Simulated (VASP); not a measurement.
# SnO (P4/nmm) in VASP: notebook

Aim: see how the results for SnO move with the level of theory and the settings. Levels: LDA, RPBE, revPBE, PBE. Tasks: relaxation of cell and atoms, single point.

Everything below comes from runs of VASP 6.6.1. Logs are shortened: lines on timing, memory, paths and dates and some standing lists are left out, and cuts for length are marked.

### 1 The cell of the first run

Symmetry: P4/nmm, No. 129, tetragonal system. The conventional cell has a = 3.814 Å, b = 3.814 Å, c = 4.887 Å, α = 90.00°, β = 90.00°, γ = 90.00°. Within 2.9 Å of Sn (site symmetry 4mm) lie 4 O at 2.23 Å. Within 2.9 Å of O (site symmetry -4m2) lie 4 Sn at 2.23 Å and 4 O at 2.70 Å.

### 2 Relaxation of cell and atoms, LDA

File INCAR:

```
SYSTEM = SnO
PREC = Accurate
ENCUT = 600
EDIFF = 1E-6
ISMEAR = -1
SIGMA = 0.05
LREAL = .FALSE.
LASPH = .TRUE.
NELM = 60
ALGO = Normal
ISIF = 3
LWAVE = .FALSE.
LCHARG = .FALSE.
IBRION = 2
NSW = 60
EDIFFG = -0.01
```

File KPOINTS:

```
regular mesh
0
G
  7 7 6
  0 0 0
```

File POSCAR:

```
SnO
1.0
    3.8136952200      0.0000000000      0.0000000000
    0.0000000000      3.8136952200      0.0000000000
    0.0000000000      0.0000000000      4.8869133000
Sn O
2 2
Direct
    0.5000000000      0.0000000000      0.7646261400
    0.0000000000      0.5000000000      0.2353738600
    0.0000000000      0.0000000000      0.0000000000
    0.5000000000      0.5000000000      0.0000000000
```

Potentials or basis: VASP PAW LDA potentials, release 64 (Sn_d, O).

Command:

```
cat potpaw_LDA.64/Sn_d/POTCAR potpaw_LDA.64/O/POTCAR > POTCAR
mpirun -np 1 vasp_std > vasp.out
```

OUTCAR:

```text
SYSTEM = SnO
   PREC = Accurate
   ENCUT = 600
   EDIFF = 1E-6
   ISMEAR = -1
   LREAL = .FALSE.
   LASPH = .TRUE.
   NELM = 60
   ISIF = 3
   IBRION = 2
   NSW = 60
   EDIFFG = -0.01

 ion  position               nearest neighbor table
   1  0.500  0.000  0.765-   3 2.23   4 2.23   4 2.23   3 2.23   2 3.54   2 3.54   2 3.54   2 3.54
                             2 3.74   2 3.74   2 3.74   2 3.74
   2  0.000  0.500  0.235-   3 2.23   4 2.23   3 2.23   4 2.23   1 3.54   1 3.54   1 3.54   1 3.54
                             1 3.74   1 3.74   1 3.74   1 3.74
   3  0.000  0.000  0.000-   1 2.23   2 2.23   2 2.23   1 2.23
   4  0.500  0.500  0.000-   1 2.23   2 2.23   1 2.23   2 2.23

  LATTYP: Found a simple tetragonal cell.
 ALAT       =     3.8136952200
 C/A-ratio  =     1.2814116016

  Lattice vectors:

 A1 = (   3.8136952200,   0.0000000000,   0.0000000000)
 A2 = (   0.0000000000,   3.8136952200,   0.0000000000)
 A3 = (   0.0000000000,   0.0000000000,   4.8869133000)

Analysis of symmetry for initial positions (statically):
=====================================================================
 Subroutine PRICEL returns:
 Original cell was already a primitive cell.

 Routine SETGRP: Setting up the symmetry group for a
 simple tetragonal supercell.

 Subroutine GETGRP returns: Found 16 space group operations
 (whereof  8 operations were pure point group operations)
 out of a pool of 16 trial point group operations.

The static configuration has the point symmetry D_2d.
 The point group associated with its full space group is D_4h.

Analysis of symmetry for dynamics (positions and initial velocities):
=====================================================================
 Subroutine PRICEL returns:
 Original cell was already a primitive cell.

 Routine SETGRP: Setting up the symmetry group for a
 simple tetragonal supercell.

 Subroutine GETGRP returns: Found 16 space group operations
 (whereof  8 operations were pure point group operations)
 out of a pool of 16 trial point group operations.

The dynamic configuration has the point symmetry D_2d.
 The point group associated with its full space group is D_4h.

 Subroutine INISYM returns: Found 16 space group operations
 (whereof  8 operations are pure point group operations),
 and found     1 'primitive' translations

----------------------------------------------------------------------------------------

                                     Primitive cell
[... 111 lines left out ...]
   EFERMI_NEDOS =   21; number of points for ismear=-14 and -15
   IALGO  =     38    algorithm
   IMIX   =      4    mixing-type and parameters
     AMIX     =   0.40;   BMIX     =  1.00
     AMIX_MAG =   1.60;   BMIX_MAG =  1.00
  volume/ion in A,a.u.               =      17.77       119.91
  Fermi-wavevector in a.u.,A,eV,Ry     =   1.351614  2.554180 24.855939  1.826860
  Thomas-Fermi vector in A             =   2.479021
   LORBIT       =      0    0 simple, 1 ext, 2 COOP (PROOUT), +10 PAW based schemes
   GGA     = CA    functional components
   LHFCALC =     F    Hartree Fock is set to
   AEXX    =    0.0000 exact exchange contribution
   IVDW    =     0    specifies the selected vdW correction
   LEPSILON=     F    determine dielectric tensor
   LRPA    =     F    only Hartree local field effects (RPA)
 conjugate gradient relaxation of ions
 non-spin polarized calculation
  energy-cutoff  :      600.00
  volume of cell :       71.08
 maximum number of plane-waves:      2399
   NGX = 15   NGY = 15   NGZ = 19

--------------------------------------- Ionic step        1  -------------------------------------------

 number of electron      40.0000019 magnetization

 Free energy of the ion-electron system (eV)
  ---------------------------------------------------
  ext. energy  EPLUGINS =         0.00000000
  ---------------------------------------------------
  free energy    TOTEN  =       -25.70047769 eV

  energy without entropy =      -25.70025644  energy(sigma->0) =      -25.70036706

------------------------ aborting loop because EDIFF is reached ----------------------------------------

  FORCE on cell =-STRESS in cart. coord.  units (eV):
  Direction    XX          YY          ZZ          XY          YZ          ZX
  --------------------------------------------------------------------------------------
  -------------------------------------------------------------------------------------
  Total       -1.4463901     -1.4463901     -1.2189835      0.0000000      0.0000000      0.0000000
  in kB      -32.6038903    -32.6038903    -27.4777912      0.0000000      0.0000000      0.0000000
  external PRESSURE =     -30.8951906 kB  Pullay stress =       0.0000000 kB
[... 95 lines left out ...]
  FREE ENERGIE OF THE ION-ELECTRON SYSTEM (eV)
  ---------------------------------------------------
  free  energy   TOTEN  =       -25.7199768326 eV

  energy  without entropy=      -25.7195675707  energy(sigma->0) =      -25.71977220

[... ionic steps 4 to 12 ...]

--------------------------------------- Ionic step       13  -------------------------------------------

 number of electron      40.0000009 magnetization

------------------------ aborting loop because EDIFF is reached ----------------------------------------
[... 71 lines left out ...]
--------------------------------------- Ionic step       15  -------------------------------------------

 number of electron      40.0000006 magnetization

 Free energy of the ion-electron system (eV)
  ---------------------------------------------------
  ext. energy  EPLUGINS =         0.00000000
  ---------------------------------------------------
  free energy    TOTEN  =       -25.74500781 eV

  energy without entropy =      -25.74198236  energy(sigma->0) =      -25.74349509

 E-fermi :   7.7120     XC(G=0): -11.0424

 val. band max:        7.7017655399   @ k =   0.0000   0.0000   0.0000
 cond. band min:       8.1032167580   @ k =   0.4286   0.4286   0.1667
 fundamental gap:      0.4014512181
 Fermi energy:         7.7119800406

 k-point     1 :       0.0000    0.0000    0.0000
  band No.  band energies     occupation
      1     -14.3273      2.00000
      2     -13.8674      2.00000
      3     -13.8674      2.00000
      4     -13.8460      2.00000
      5     -13.8052      2.00000
      6     -13.7988      2.00000
[... 637 lines left out ...]
     23      12.4349      0.00000
     24      13.6914      0.00000

 [... further k-points ...]
[... 5 lines left out ...]
  --------------------------------------------------------------------------------------
  -------------------------------------------------------------------------------------
  Total        0.0226297      0.0226297      0.0387472      0.0000000      0.0000000      0.0000000
  in kB        0.5533498      0.5533498      0.9474586      0.0000000      0.0000000      0.0000000
  external PRESSURE =       0.6847194 kB  Pullay stress =       0.0000000 kB
[... 19 lines left out ...]
  FREE ENERGIE OF THE ION-ELECTRON SYSTEM (eV)
  ---------------------------------------------------
  free  energy   TOTEN  =       -25.7450078080 eV

  energy  without entropy=      -25.7419823635  energy(sigma->0) =      -25.74349509

 reached required accuracy - stopping structural energy minimisation
```

CONTCAR:

```text
SnO
   1.00000000000000
     3.7648652546249832    0.0000000000000000    0.0000000000000000
     0.0000000000000000    3.7648652546249832   -0.0000000000000000
     0.0000000000000000    0.0000000000000000    4.6226533424004312
  Sn              O
     2     2
Direct
     0.5000000000000000    0.0000000000000000    0.7511513189878204
     1.0000000000000000    0.5000000000000000    0.2488486810121795
     0.0000000000000000    0.0000000000000000    1.0000000000000000
     0.5000000000000000    0.5000000000000000    1.0000000000000000

  0.00000000E+00  0.00000000E+00  0.00000000E+00
  0.00000000E+00  0.00000000E+00  0.00000000E+00
  0.00000000E+00  0.00000000E+00  0.00000000E+00
  0.00000000E+00  0.00000000E+00  0.00000000E+00
```

It took 9 min on 1 thread of Intel Xeon 6975P-C, shared host; peak memory 0.22 GiB.

What came out:

| Quantity | Value |
| --- | --- |
| Free energy | -25.7450 eV |
| Relaxed volume | 16.38 Å³/atom |
| Relaxed cell | a = 3.765 Å, b = 3.765 Å, c = 4.623 Å, α = 90.00°, β = 90.00°, γ = 90.00° |
| Space group after relaxing (to 0.05 Å) | P4/nmm (No. 129) |
| Energy gained by relaxing | 11.1 meV/atom |
| Ionic steps | 15 |
| Pressure after relaxing | 0.1 GPa |
| Largest force after relaxing | 0.004 eV/Å |
| Band gap on the k mesh | zero (band 20 reaches 7.70 eV, above the bottom of band 21 at 7.67 eV) |

Forces on the atoms (eV/Å):
```
Sn   0.000  0.000  0.004
Sn   0.000  0.000 -0.004
O    0.000  0.000  0.000
O    0.000  0.000  0.000
```

Step by step:
```csv
step,energy change (eV),largest force (eV/Å),pressure (GPa),volume (Å³)
1,0.0000,0.1316,-3.09,71.08
2,-0.0059,0.7179,2.41,67.61
3,-0.0195,0.3156,-0.19,69.16
4,-0.0270,0.1945,-0.18,68.53
5,-0.0322,0.0188,-0.14,67.60
6,-0.0324,0.0252,-0.15,67.36
7,-0.0387,0.0166,0.12,66.65
8,-0.0434,0.0744,0.58,65.56
9,-0.0436,0.0852,0.70,65.33
10,-0.0389,0.2689,-1.46,65.89
11,-0.0445,0.0179,0.05,65.49
12,-0.0445,0.0224,0.08,65.50
13,-0.0431,0.1465,-0.69,65.70
14,-0.0445,0.0214,0.00,65.50
15,-0.0445,0.0042,0.07,65.52
```

Final structure:
```cif
data_structure
_symmetry_space_group_name_H-M 'P 1'
_symmetry_Int_Tables_number 1
_cell_length_a 3.7649
_cell_length_b 3.7649
_cell_length_c 4.6227
_cell_angle_alpha 90.000
_cell_angle_beta 90.000
_cell_angle_gamma 90.000
_cell_volume 65.52
loop_
_atom_site_label
_atom_site_type_symbol
_atom_site_fract_x
_atom_site_fract_y
_atom_site_fract_z
_atom_site_occupancy
Sn1 Sn 0.50000 0.00000 0.75115 1
Sn2 Sn 0.00000 0.50000 0.24885 1
O1 O 0.00000 0.00000 0.00000 1
O2 O 0.50000 0.50000 0.00000 1
```

Caveat: spin-orbit coupling is left out, which moves the levels of the heavy elements.

(Part 1 of 2 ends here.)
